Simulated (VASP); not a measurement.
# Ga (I4/mmm) in VASP: a series of runs, part 2 of 3

VASP 6.6.1. The steps go on from the part before.

**3. Electric field gradients, PBE (17.40 Å³/atom)**

This run uses another cell than the first one, of 17.40 Å³/atom.

Input file INCAR:

```
SYSTEM = Ga
ALGO = Normal
EDIFF = 1E-8
ENCUT = 400
GGA = PE
GGA_COMPAT = .False.
ISIF = 2
ISMEAR = -1
ISYM = 0
LASPH = .True.
LCHARG = .False.
LEFG = .True.
LREAL = .False.
LWAVE = .False.
NBANDS = 12
NELM = 120
PREC = Accurate
SIGMA = 0.05
```

Input file KPOINTS:

```
k-points
0
Gamma
  14 14 16
  0 0 0
```

Input file POSCAR:

```
Ga
1.0
   -1.3993043128      1.3993043128      2.2215450948
    1.3993043128     -1.3993043128      2.2215450948
    1.3993043128      1.3993043128     -2.2215450948
Ga
1
Direct
    0.0000000000      0.0000000000      0.0000000000
```

Potentials or basis: VASP PAW PBE potentials, release 64 (Ga_d).

Launch:

```sh
$ cat potpaw_PBE.64/Ga_d/POTCAR > POTCAR
$ mpirun -np 1 vasp_std > vasp.out
```

OUTCAR:

```text
SYSTEM = Ga
   EDIFF = 1E-8
   ENCUT = 400
   GGA = PE
   ISIF = 2
   ISMEAR = -1
   ISYM = 0
   LASPH = .True.
   LREAL = .False.
   NELM = 120
   PREC = Accurate

 ion  position               nearest neighbor table
   1  0.000  0.000  0.000-

IMPORTANT INFORMATION: All symmetrisations will be switched off!
NOSYMM: (Re-)initialisation of all symmetry stuff for point group C_1.

----------------------------------------------------------------------------------------

                                     Primitive cell

  volume of cell :      17.3996

  direct lattice vectors                    reciprocal lattice vectors
    -1.399304313  1.399304313  2.221545095     0.000000000  0.357320417  0.225068580
     1.399304313 -1.399304313  2.221545095     0.357320417  0.000000000  0.225068580
     1.399304313  1.399304313 -2.221545095     0.357320417  0.357320417  0.000000000

  length of vectors
     2.975124826  2.975124826  2.975124826     0.422295804  0.422295804  0.505327379

  position of ions in fractional coordinates (direct lattice)
     0.000000000  0.000000000  0.000000000

  ion indices of the primitive-cell ions
   primitive index   ion index
                 1           1

----------------------------------------------------------------------------------------

 KPOINTS: k-points

Automatic generation of k-mesh.
 Grid dimensions read from file:
 generate k-points for:   14   14   16

 Generating k-lattice:

  Cartesian coordinates                     Fractional coordinates (reciprocal lattice)
     0.000000000  0.025522887  0.016076327     0.071428571  0.000000000 -0.000000000
     0.025522887  0.000000000  0.016076327     0.000000000  0.071428571 -0.000000000
     0.022332526  0.022332526  0.000000000     0.000000000  0.000000000  0.062500000

  Length of vectors
     0.030163986  0.030163986  0.031582961

  Shift w.r.t. Gamma in fractional coordinates (k-lattice)
     0.000000000  0.000000000  0.000000000

 -----------------------------------------------------------------------------
|                                                                             |
|           W    W    AA    RRRRR   N    N  II  N    N   GGGG   !!!           |
|           W    W   A  A   R    R  NN   N  II  NN   N  G    G  !!!           |
|           W    W  A    A  R    R  N N  N  II  N N  N  G       !!!           |
|           W WW W  AAAAAA  RRRRR   N  N N  II  N  N N  G  GGG   !            |
|           WW  WW  A    A  R   R   N   NN  II  N   NN  G    G                |
|           W    W  A    A  R    R  N    N  II  N    N   GGGG   !!!           |
|                                                                             |
|     Your reciprocal lattice and k-lattice belong to different lattice       |
|     classes:                                                                |
|                                                                             |
|        The reciprocal lattice is body-centered tetragonal,                  |
|        whereas your k-lattice is base-centered monoclinic.                  |
|                                                                             |
|     Results are often still useful ...                                      |
|                                                                             |
 -----------------------------------------------------------------------------

[... 74 lines left out ...]
  volume/ion in A,a.u.               =      17.40       117.42
  Fermi-wavevector in a.u.,A,eV,Ry     =   1.485512  2.807210 30.024595  2.206746
  Thomas-Fermi vector in A             =   2.598914
   LORBIT       =      0    0 simple, 1 ext, 2 COOP (PROOUT), +10 PAW based schemes
   GGA     = PE    functional components
   LHFCALC =     F    Hartree Fock is set to
   AEXX    =    0.0000 exact exchange contribution
   IVDW    =     0    specifies the selected vdW correction
   LEPSILON=     F    determine dielectric tensor
   LRPA    =     F    only Hartree local field effects (RPA)
 non-spin polarized calculation
  energy-cutoff  :      400.00
  volume of cell :       17.40
 maximum number of plane-waves:       340
   NGX =  9   NGY =  9   NGZ =  9

 number of electron      13.0000004 magnetization

 Free energy of the ion-electron system (eV)
  ---------------------------------------------------
  ext. energy  EPLUGINS =         0.00000000
  ---------------------------------------------------
  free energy    TOTEN  =        -2.86602227 eV

  energy without entropy =       -2.86338140  energy(sigma->0) =       -2.86470184

 E-fermi :   6.3677     XC(G=0): -11.4281

 val. band max:        6.3622832956   @ k =  -0.0714   0.3571   0.3750
 cond. band min:       6.3944170373   @ k =   0.0714   0.2143   0.2500
 fundamental gap:      0.0321337417
 Fermi energy:         6.3677428650

 k-point     1 :       0.0000    0.0000    0.0000
  band No.  band energies     occupation
      1      -8.7413      2.00000
      2      -8.6059      2.00000
      3      -8.6055      2.00000
      4      -8.5818      2.00000
      5      -8.4391      2.00000
      6      -5.3482      2.00000
      7      19.4821      0.00000
      8      19.4824      0.00000
      9      19.5370      0.00000
     10      22.8156      0.00000
     11      22.9075      0.00000
     12      23.5443      0.00000
[... 331 lines left out ...]
 k-point    24 :       0.0714    0.1429   -0.0000
  band No.  band energies     occupation
      1      -8.7152      2.00000
      2      -8.6184      2.00000
      3      -8.5846      2.00000
      4      -8.5530      2.00000
      5      -8.4507      2.00000
      6      -4.4824      2.00000
      7      13.9791      0.00000
      8      16.3946      0.00000
      9      18.6030      0.00000
     10      21.6658      0.00000
     11      22.3342      0.00000
     12      24.5749      0.00000

 [... further k-points ...]

------------------------ aborting loop because EDIFF is reached ----------------------------------------

  FORCE on cell =-STRESS in cart. coord.  units (eV):
  Direction    XX          YY          ZZ          XY          YZ          ZX
  --------------------------------------------------------------------------------------
  -------------------------------------------------------------------------------------
  Total        0.5297640      0.5297640      0.4555203     -0.0033604      0.0106772      0.0106772
  in kB       48.7813224     48.7813218     41.9448705     -0.3094280      0.9831669      0.9831683
  external PRESSURE =      46.5025049 kB  Pullay stress =       0.0000000 kB

 VOLUME and BASIS-vectors are now :
 -----------------------------------------------------------------------------
  energy-cutoff  :      400.00
  volume of cell :       17.40
      direct lattice vectors                 reciprocal lattice vectors
    -1.399304313  1.399304313  2.221545095     0.000000000  0.357320417  0.225068580
     1.399304313 -1.399304313  2.221545095     0.357320417  0.000000000  0.225068580
     1.399304313  1.399304313 -2.221545095     0.357320417  0.357320417  0.000000000

 POSITION                                       TOTAL-FORCE (eV/Angst)
 -----------------------------------------------------------------------------------
      0.00000      0.00000      0.00000        -0.000000      0.000000     -0.000000
 -----------------------------------------------------------------------------------
    total drift:                               -0.000000      0.000000     -0.000000

  FREE ENERGIE OF THE ION-ELECTRON SYSTEM (eV)
  ---------------------------------------------------
  free  energy   TOTEN  =        -2.8660222733 eV

  energy  without entropy=       -2.8633813988  energy(sigma->0) =       -2.86470184

 Electric field gradients (V/A^2)
---------------------------------------------------------------------
 ion       V_xx      V_yy      V_zz      V_xy      V_xz      V_yz
---------------------------------------------------------------------
   1     -10.179   -10.179    20.358    -0.190     0.108     0.108
---------------------------------------------------------------------

 Electric field gradients after diagonalization (V/A^2)
 (convention: |V_zz| > |V_xx| > |V_yy|)
----------------------------------------------------------------------
 ion       V_xx      V_yy      V_zz     asymmetry (V_yy - V_xx)/ V_zz
----------------------------------------------------------------------
   1     -10.370    -9.988    20.358       0.019
----------------------------------------------------------------------

           NMR quadrupolar parameters

 Cq : quadrupolar parameter    Cq=e*Q*V_zz/h
 eta: asymmetry parameters     (V_yy - V_xx)/ V_zz
 Q  : nuclear electric quadrupole moment in mb (millibarn)
----------------------------------------------------------------------
 ion       Cq(MHz)       eta       Q (mb)
----------------------------------------------------------------------
   1       0.049       0.019       1.000
----------------------------------------------------------------------
```

OSZICAR:

```text
N       E                     dE             d eps       ncg     rms          rms(c)
DAV:   1     0.383458960673E+02    0.38346E+02   -0.59062E+03 41324   0.168E+03
DAV:   2    -0.120605382359E+01   -0.39552E+02   -0.38099E+02 39824   0.230E+02
DAV:   3    -0.288516479334E+01   -0.16791E+01   -0.16753E+01 43544   0.406E+01
DAV:   4    -0.289756395590E+01   -0.12399E-01   -0.12398E-01 43208   0.366E+00
DAV:   5    -0.289769612472E+01   -0.13217E-03   -0.13217E-03 44396   0.358E-01    0.932E-01
DAV:   6    -0.287258096730E+01    0.25115E-01   -0.39019E-02 46936   0.413E+00    0.470E-01
DAV:   7    -0.286668710403E+01    0.58939E-02   -0.73684E-03 53500   0.152E+00    0.126E-01
DAV:   8    -0.286601858219E+01    0.66852E-03   -0.68992E-04 44836   0.479E-01    0.912E-03
DAV:   9    -0.286602191356E+01   -0.33314E-05   -0.73826E-06 51340   0.401E-02    0.333E-03
DAV:  10    -0.286602240573E+01   -0.49217E-06   -0.25816E-07 43756   0.795E-03    0.339E-04
DAV:  11    -0.286602231604E+01    0.89686E-07   -0.61149E-09 31816   0.133E-03    0.121E-04
DAV:  12    -0.286602227146E+01    0.44580E-07   -0.11375E-09 25196   0.448E-04    0.823E-06
DAV:  13    -0.286602227334E+01   -0.18808E-08   -0.21833E-10 21988   0.158E-04
   1 F= -.28660223E+01 E0= -.28647018E+01  d E =-.264087E-02
```

It took 4.8 min on 1 thread of Oxide Virtual Turin-like, shared host; peak memory 0.28 GiB.

What came out:

```
Free energy                             : -2.8660 eV
Pressure                                : 4.7 GPa
Band gap on the k mesh                  : zero (an odd number of electrons rules out a gap without spin polarisation)
Largest electric field gradient by atom : Ga +20.4 V/Å²
```

Stress tensor (GPa, compression positive):
```
 4.88 -0.03  0.10
-0.03  4.88  0.10
 0.10  0.10  4.19
```

Levels at points of the mesh, in eV from the Fermi level:
```
           k point  band 4  band 5  band 6  band 7  band 8  band 9
(0.00, 0.00, 0.00)  -14.95  -14.81  -11.72   13.11   13.11   13.17
(0.50, 0.00, 0.00)  -14.77  -14.73   -5.00   -4.38    8.80   12.01
(0.00, 0.50, 0.00)  -14.77  -14.73   -5.00   -4.38    8.80   12.01
(0.50, 0.50, 0.00)  -14.77  -14.65   -2.32   -1.33    4.15    5.06
(0.00, 0.00, 0.50)  -14.77  -14.65   -2.32   -1.33    4.15    5.06
(0.50, 0.00, 0.50)  -14.77  -14.73   -5.00   -4.37    8.80   12.01
(0.00, 0.50, 0.50)  -14.77  -14.73   -5.00   -4.37    8.80   12.01
(0.50, 0.50, 0.50)  -14.73  -14.73   -3.86   -3.76    6.58    6.58
```

Electric field gradients, principal values (V/Å²):
| atom | least | middle | greatest (by size) |
| --- | --- | --- | --- |
| 1 Ga | -9.988 | -10.370 | 20.358 |

Caveat: the cell stands under pressure; without QUAD_EFG the Cq values of the log hold for a quadrupole moment of 1 mb, not for the nuclei.

**4. Electric field gradients, PBE (equal xx and yy strain of -2 %)**

Input file INCAR:

```
SYSTEM = Ga
  PREC = Accurate
  ENCUT = 400
  EDIFF = 1E-8
  ISMEAR = -1
  SIGMA = 0.05
  LREAL = .False.
  LASPH = .True.
  NELM = 120
  ALGO = Normal
  ISIF = 2
  LWAVE = .False.
  LCHARG = .False.
  GGA = PE
  LEFG = .True.
  ISYM = 0
  NBANDS = 12
  GGA_COMPAT = .False.
```

Input file KPOINTS:

```
regular mesh
0
Gamma
  14 14 16
  0 0 0
```

Input file POSCAR:

```
Ga
1.0
   -1.3759200000      1.3759200000      2.2290000000
    1.3759200000     -1.3759200000      2.2290000000
    1.3759200000      1.3759200000     -2.2290000000
Ga
1
Direct
    0.0000000000      0.0000000000      0.0000000000
```

Potentials or basis: VASP PAW PBE potentials, release 64 (Ga_d).

Launch:

```sh
$ cat potpaw_PBE.64/Ga_d/POTCAR > POTCAR
$ mpirun -np 1 vasp_std > vasp.out
```

OUTCAR:

```text
SYSTEM = Ga
   PREC = Accurate
   ENCUT = 400
   EDIFF = 1E-8
   ISMEAR = -1
   LREAL = .False.
   LASPH = .True.
   NELM = 120
   ISIF = 2
   GGA = PE
   ISYM = 0

 ion  position               nearest neighbor table
   1  0.000  0.000  0.000-

IMPORTANT INFORMATION: All symmetrisations will be switched off!
NOSYMM: (Re-)initialisation of all symmetry stuff for point group C_1.

----------------------------------------------------------------------------------------
[... 552 lines left out ...]
    total drift:                                0.000000      0.000000      0.000000

  FREE ENERGIE OF THE ION-ELECTRON SYSTEM (eV)
  ---------------------------------------------------
  free  energy   TOTEN  =        -2.8439904385 eV

  energy  without entropy=       -2.8409412674  energy(sigma->0) =       -2.84246585

 Electric field gradients (V/A^2)
---------------------------------------------------------------------
 ion       V_xx      V_yy      V_zz      V_xy      V_xz      V_yz
---------------------------------------------------------------------
   1     -12.436   -12.436    24.872    -1.034    -0.095    -0.095
---------------------------------------------------------------------

 Electric field gradients after diagonalization (V/A^2)
 (convention: |V_zz| > |V_xx| > |V_yy|)
----------------------------------------------------------------------
 ion       V_xx      V_yy      V_zz     asymmetry (V_yy - V_xx)/ V_zz
----------------------------------------------------------------------
   1     -13.470   -11.402    24.872       0.083
----------------------------------------------------------------------

           NMR quadrupolar parameters

 Cq : quadrupolar parameter    Cq=e*Q*V_zz/h
 eta: asymmetry parameters     (V_yy - V_xx)/ V_zz
 Q  : nuclear electric quadrupole moment in mb (millibarn)
----------------------------------------------------------------------
 ion       Cq(MHz)       eta       Q (mb)
----------------------------------------------------------------------
   1       0.060       0.083       1.000
----------------------------------------------------------------------
```

OSZICAR:

```text
N       E                     dE             d eps       ncg     rms          rms(c)
DAV:   1     0.381710903781E+02    0.38171E+02   -0.58785E+03 41336   0.170E+03
DAV:   2    -0.123046371526E+01   -0.39402E+02   -0.37955E+02 40044   0.229E+02
DAV:   3    -0.286565176068E+01   -0.16352E+01   -0.16319E+01 43404   0.402E+01
DAV:   4    -0.287741818786E+01   -0.11766E-01   -0.11765E-01 43072   0.356E+00
DAV:   5    -0.287754275947E+01   -0.12457E-03   -0.12457E-03 44236   0.348E-01    0.980E-01
DAV:   6    -0.285096310701E+01    0.26580E-01   -0.41343E-02 47184   0.433E+00    0.491E-01
DAV:   7    -0.284470502304E+01    0.62581E-02   -0.76970E-03 52264   0.159E+00    0.130E-01
DAV:   8    -0.284398689989E+01    0.71812E-03   -0.73636E-04 45292   0.498E-01    0.943E-03
DAV:   9    -0.284399008912E+01   -0.31892E-05   -0.79997E-06 50160   0.416E-02    0.339E-03
DAV:  10    -0.284399056754E+01   -0.47842E-06   -0.25864E-07 43972   0.810E-03    0.332E-04
DAV:  11    -0.284399048174E+01    0.85804E-07   -0.66202E-09 31688   0.142E-03    0.122E-04
DAV:  12    -0.284399043744E+01    0.44301E-07   -0.11685E-09 25248   0.463E-04    0.718E-06
DAV:  13    -0.284399043849E+01   -0.10518E-08   -0.22553E-10 22036   0.163E-04
   1 F= -.28439904E+01 E0= -.28424659E+01  d E =-.304917E-02
```

stdout:

```text
POSCAR found type information on POSCAR Ga
 POSCAR found :  1 types and       1 ions
 scaLAPACK will be used
 LDA part: xc-table for (Slater+PW92), standard interpolation
 -----------------------------------------------------------------------------
|                                                                             |
|           W    W    AA    RRRRR   N    N  II  N    N   GGGG   !!!           |
[... 17 lines left out ...]
 FFT: planning ... GRIDC
 FFT: planning ... GRID_SOFT
 FFT: planning ... GRID
 WAVECAR not read
 entering main loop
ion   1

     0.0000481     0.9490932     0.0869826   -20.0505352     0.0869825     0.0000007
     0.0000628     0.9490836     0.0869812   -20.0501882     0.0869812     0.0000007
     0.0000820     0.9490692     0.0869792   -20.0496630     0.0869792     0.0000007
     0.0001070     0.9490480     0.0869762   -20.0488728     0.0869761     0.0000007
```

It took 3.2 min on 1 thread of Oxide Virtual Turin-like, shared host; peak memory 0.27 GiB.

Results:

```yaml
Free_energy: -2.8440 eV
Pressure: 7.0 GPa
Band_gap_on_the_k_mesh: zero (an odd number of electrons rules out a gap without spin polarisation)
Largest_electric_field_gradient_by_atom: Ga +24.9 V/Å²
```

Levels at points of the mesh, in eV from the Fermi level:
```tsv
k point	band 3	band 4	band 5	band 6	band 7	band 8	band 9	band 10
(0.00, 0.00, 0.00)	-15.00	-15.00	-14.82	-11.97	13.48	13.49	13.49	16.69
(0.50, 0.00, 0.00)	-14.99	-14.80	-14.75	-5.01	-4.53	8.68	12.61	12.75
(0.00, 0.50, 0.00)	-14.99	-14.80	-14.75	-5.01	-4.53	8.68	12.61	12.75
(0.50, 0.50, 0.00)	-14.80	-14.79	-14.66	-2.32	-1.08	4.07	5.16	8.28
(0.00, 0.00, 0.50)	-14.80	-14.79	-14.66	-2.32	-1.08	4.07	5.16	8.28
(0.50, 0.00, 0.50)	-14.99	-14.80	-14.75	-5.01	-4.53	8.68	12.61	12.75
(0.00, 0.50, 0.50)	-14.99	-14.80	-14.75	-5.01	-4.53	8.68	12.61	12.75
(0.50, 0.50, 0.50)	-14.76	-14.76	-14.76	-4.13	-4.04	6.98	6.98	10.17
```

Electric field gradients, principal values (V/Å²):
| atom | least | middle | greatest (by size) |
| --- | --- | --- | --- |
| 1 Ga | -11.402 | -13.470 | 24.872 |

Caveat: the cell differs from its parent crystal (equal xx and yy strain of -2 %); the cell stands under pressure; without QUAD_EFG the Cq values of the log hold for a quadrupole moment of 1 mb, not for the nuclei.

(Continued in part 3 of 3.)

The gap in the log of VASP goes by the Fermi energy; the results here count the filled bands.